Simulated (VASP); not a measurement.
# SiO2 (P4_2/mnm) in VASP: single point with HSE06

Aim: the single point of SiO2 with HSE06.

Everything below comes from runs of VASP 6.6.1. Logs are shortened: lines on timing, memory, paths and dates and some standing lists are left out, and cuts for length are marked.

## 1. The cell of the first run

The structure is tetragonal, space group P4_2/mnm (No. 136). The conventional cell has a = 4.155 Å, b = 4.155 Å, c = 2.661 Å, α = 90.00°, β = 90.00°, γ = 90.00°. Si (site symmetry mmm) has 6 O at 1.75 to 1.80 Å within 2.3 Å. O (site symmetry m2m) has 3 Si at 1.75 to 1.80 Å and 1 O at 2.28 Å within 2.3 Å.

## 2. Single point, HSE06

The input, POSCAR:

```
SiO2
1.0
    4.1549550382      0.0000000000      0.0000000000
    0.0000000000      4.1549550382      0.0000000000
    0.0000000000      0.0000000000      2.6613631976
Si O
2 4
Direct
    0.0000000000      0.0000000000      0.0000000000
    0.5000000000      0.5000000000      0.5000000000
    0.3055700493      0.3055700493      0.0000000000
    0.1944299507      0.8055700493      0.5000000000
    0.6944299507      0.6944299507      0.0000000000
    0.8055700493      0.1944299507      0.5000000000
```

The input, INCAR.step1:

```
SYSTEM = SiO2
ALGO = Normal
EDIFF = 1E-5
ENCUT = 520
GGA = PE
ISIF = 2
ISMEAR = 0
KPAR = 2
LASPH = .TRUE.
LCHARG = .FALSE.
LREAL = .FALSE.
LWAVE = .TRUE.
NBANDS = 25
NELM = 100
PREC = Accurate
SIGMA = 0.01
```

The input, INCAR.step2:

```
SYSTEM = SiO2
ALGO = Normal
EDIFF = 1E-6
ENCUT = 520
GGA = PE
HFSCREEN = 0.2079
ISIF = 2
ISMEAR = 0
ISTART = 1
KPAR = 2
LASPH = .TRUE.
LCHARG = .FALSE.
LHFCALC = .TRUE.
LREAL = .FALSE.
LWAVE = .FALSE.
NBANDS = 25
NELM = 100
PREC = Accurate
PRECFOCK = Fast
SIGMA = 0.01
```

The input, KPOINTS:

```
k-points
0
G
  4 4 6
  0 0 0
```

Potentials or basis: VASP PAW PBE potentials, release 64 (Si, O).

Run with:

```console
> cat potpaw_PBE.64/Si/POTCAR potpaw_PBE.64/O/POTCAR > POTCAR
> cp INCAR.step1 INCAR
> mpirun -np 2 vasp_std > vasp.out
> cp INCAR.step2 INCAR
> mpirun -np 2 vasp_std > vasp.out
```

OUTCAR:

```text
SYSTEM = SiO2
   EDIFF = 1E-6
   ENCUT = 520
   GGA = PE
   HFSCREEN = 0.2079
   ISIF = 2
   ISMEAR = 0
   ISTART = 1
   LASPH = .TRUE.
   LHFCALC = .TRUE.
   LREAL = .FALSE.
   NELM = 100
   PREC = Accurate
   PRECFOCK = Fast

 ion  position               nearest neighbor table
   1  0.000  0.000  0.000-   4 1.75   6 1.75   4 1.75   6 1.75   5 1.80   3 1.80
   2  0.500  0.500  0.500-   3 1.75   5 1.75   3 1.75   5 1.75   4 1.80   6 1.80
   3  0.306  0.306  0.000-   2 1.75   2 1.75   1 1.80
   4  0.194  0.806  0.500-   1 1.75   1 1.75   2 1.80
   5  0.694  0.694  0.000-   2 1.75   2 1.75   1 1.80
   6  0.806  0.194  0.500-   1 1.75   1 1.75   2 1.80

  LATTYP: Found a simple tetragonal cell.
 ALAT       =     4.1549550382
 C/A-ratio  =     0.6405275564

  Lattice vectors:

 A1 = (   4.1549550382,   0.0000000000,   0.0000000000)
 A2 = (   0.0000000000,   4.1549550382,   0.0000000000)
 A3 = (   0.0000000000,   0.0000000000,   2.6613631976)

Analysis of symmetry for initial positions (statically):
=====================================================================
 Subroutine PRICEL returns:
 Original cell was already a primitive cell.

 Routine SETGRP: Setting up the symmetry group for a
 simple tetragonal supercell.

 Subroutine GETGRP returns: Found 16 space group operations
 (whereof  8 operations were pure point group operations)
 out of a pool of 16 trial point group operations.

The static configuration has the point symmetry D_2h.
 The point group associated with its full space group is D_4h.

Analysis of symmetry for dynamics (positions and initial velocities):
=====================================================================
 Subroutine PRICEL returns:
 Original cell was already a primitive cell.

 Routine SETGRP: Setting up the symmetry group for a
 simple tetragonal supercell.

 Subroutine GETGRP returns: Found 16 space group operations
 (whereof  8 operations were pure point group operations)
 out of a pool of 16 trial point group operations.

The dynamic configuration has the point symmetry D_2h.
 The point group associated with its full space group is D_4h.

 Subroutine INISYM returns: Found 16 space group operations
 (whereof  8 operations are pure point group operations),
[... 108 lines left out ...]
   NFREE  =      0    steps in history (QN), initial steepest desc. (CG)
   ISIF   =      2    stress and relaxation
   ISYM   =      3    0-nonsym 1-usesym 2-fastsym
   POTIM  = 0.5000    time-step for ionic-motion
   TEBEG  =    0.0;   TEEND  =   0.0 temperature during run
   PSTRESS=    0.0 pullay stress
   NELECT =      32.0000    total number of electrons
   NUPDOWN=      -1.0000    fix difference up-down
   EMIN   =  10.00;   EMAX   =-10.00  energy-range for DOS
   EFERMI =   0.00;   METHOD = LEGACY
   ISMEAR =     0;   SIGMA  =   0.01  broadening in eV -4-tet -1-fermi 0-gaus
   EFERMI_NEDOS =   21; number of points for ismear=-14 and -15
   IALGO  =     38    algorithm
   IMIX   =      1    mixing-type and parameters
     AMIX     =   0.40;   BMIX     =  1.00
     AMIX_MAG =   1.60;   BMIX_MAG =  1.00
  volume/ion in A,a.u.               =       7.66        51.68
  Fermi-wavevector in a.u.,A,eV,Ry     =   1.451151  2.742277 28.651676  2.105839
  Thomas-Fermi vector in A             =   2.568681
   LORBIT       =      0    0 simple, 1 ext, 2 COOP (PROOUT), +10 PAW based schemes
   GGA     = PE    functional components
   LHFCALC =     T    Hartree Fock is set to
   PRECFOCK=fast      Normal, Fast or Accurate (Low or Medium for compatibility)
   ENCUT4O =  -1.0   cutoff for four orbital integrals eV
   NKREDX  =     1    reduce k-point grid by
   NKREDY  =     1    reduce k-point grid by
   NKREDZ  =     1    reduce k-point grid by
   AEXX    =    0.2500 exact exchange contribution
   HFSCREEN=    0.2079 screening length (either q_TF or 0.3 A-1)
   HFSCREENC=   0.2079 screening length for correlation (either q_TF or 0.3 A-1)
   ENCUTFOCK=  -1.0 apply spherical cutoff to Coloumb kernel
   IVDW    =     0    specifies the selected vdW correction
   LEPSILON=     F    determine dielectric tensor
   LRPA    =     F    only Hartree local field effects (RPA)
 non-spin polarized calculation
 Gauss-broadening in eV      SIGMA  =   0.01
  energy-cutoff  :      520.00
  volume of cell :       45.94
 maximum number of plane-waves:      1266
 NGX is ok and might be reduce to    32
  NGX = 18; NGY = 18; NGZ = 12

 number of electron      31.9999970 magnetization

 Free energy of the ion-electron system (eV)
  ---------------------------------------------------
  ext. energy  EPLUGINS =         0.00000000
  ---------------------------------------------------
  free energy    TOTEN  =       -57.28738639 eV

  energy without entropy =      -57.28738639  energy(sigma->0) =      -57.28738639

 E-fermi :   7.1124     XC(G=0): -10.0907

 val. band max:        7.0478446061   @ k =   0.0000   0.0000   0.0000
 cond. band min:      14.9860184523   @ k =   0.0000   0.0000   0.0000
 fundamental gap:      7.9381738461
 Fermi energy:         7.1123758677

 k-point     1 :       0.0000    0.0000    0.0000
  band No.  band energies     occupation
      1     -17.3248      2.00000
      2     -13.4420      2.00000
      3     -13.4420      2.00000
      4     -13.1206      2.00000
      5      -4.4874      2.00000
      6       0.2712      2.00000
[... 661 lines left out ...]
     24      23.3101      0.00000
     25      25.7110      0.00000

------------------------ aborting loop because EDIFF is reached ----------------------------------------

  FORCE on cell =-STRESS in cart. coord.  units (eV):
  Direction    XX          YY          ZZ          XY          YZ          ZX
  --------------------------------------------------------------------------------------
  -------------------------------------------------------------------------------------
  Total        1.0987498      1.0987498      0.8329719      0.0000000      0.0000000      0.0000000
  in kB       38.3153299     38.3153299     29.0471897      0.0000000      0.0000000      0.0000000
  external PRESSURE =      35.2259499 kB  Pullay stress =       0.0000000 kB

 VOLUME and BASIS-vectors are now :
 -----------------------------------------------------------------------------
  energy-cutoff  :      520.00
  volume of cell :       45.94
      direct lattice vectors                 reciprocal lattice vectors
     4.154955038  0.000000000  0.000000000     0.240676491  0.000000000  0.000000000
     0.000000000  4.154955038  0.000000000     0.000000000  0.240676491  0.000000000
     0.000000000  0.000000000  2.661363198     0.000000000  0.000000000  0.375747287

 POSITION                                       TOTAL-FORCE (eV/Angst)
 -----------------------------------------------------------------------------------
      0.00000      0.00000      0.00000         0.000000      0.000000     -0.000000
      2.07748      2.07748      1.33068         0.000000      0.000000     -0.000000
      1.26963      1.26963      0.00000         0.002492      0.002492      0.000000
      0.80785      3.34711      1.33068        -0.002492      0.002492     -0.000000
      2.88533      2.88533      0.00000        -0.002492     -0.002492     -0.000000
      3.34711      0.80785      1.33068         0.002492     -0.002492     -0.000000
 -----------------------------------------------------------------------------------
    total drift:                               -0.000001     -0.000001     -0.000000

  FREE ENERGIE OF THE ION-ELECTRON SYSTEM (eV)
  ---------------------------------------------------
  free  energy   TOTEN  =       -57.2873863883 eV

  energy  without entropy=      -57.2873863883  energy(sigma->0) =      -57.28738639
```

OUTCAR.step1:

```text
SYSTEM = SiO2
   EDIFF = 1E-5
   ENCUT = 520
   GGA = PE
   ISIF = 2
   ISMEAR = 0
[... 909 lines left out ...]
      1.26963      1.26963      0.00000        -0.094837     -0.094837      0.000000
      0.80785      3.34711      1.33068         0.094837     -0.094837     -0.000000
      2.88533      2.88533      0.00000         0.094837      0.094837     -0.000000
      3.34711      0.80785      1.33068        -0.094837      0.094837     -0.000000
 -----------------------------------------------------------------------------------
    total drift:                                0.000000     -0.000000     -0.000000

  FREE ENERGIE OF THE ION-ELECTRON SYSTEM (eV)
  ---------------------------------------------------
  free  energy   TOTEN  =       -46.2078959051 eV

  energy  without entropy=      -46.2078959051  energy(sigma->0) =      -46.20789591
```

It took 17 min on 2 MPI ranks of Intel Xeon Platinum 8259CL at 2.50GHz (Skylake/Cascade Lake), shared host; peak memory 0.26 GiB.

What came out:

* Free energy: -57.2874 eV
* Pressure: 3.5 GPa
* Largest force: 0.004 eV/Å
* Band gap on the k mesh: 7.94 eV

Forces in eV/Å, atoms in the order of the input:
```
Si   0.000  0.000  0.000
Si   0.000  0.000  0.000
O    0.002  0.002  0.000
O   -0.002  0.002  0.000
O   -0.002 -0.002  0.000
O    0.002 -0.002  0.000
```

Caveat: the cell stands under pressure; the PAW data sets were made with another functional, which shifts forces and pressure a little.
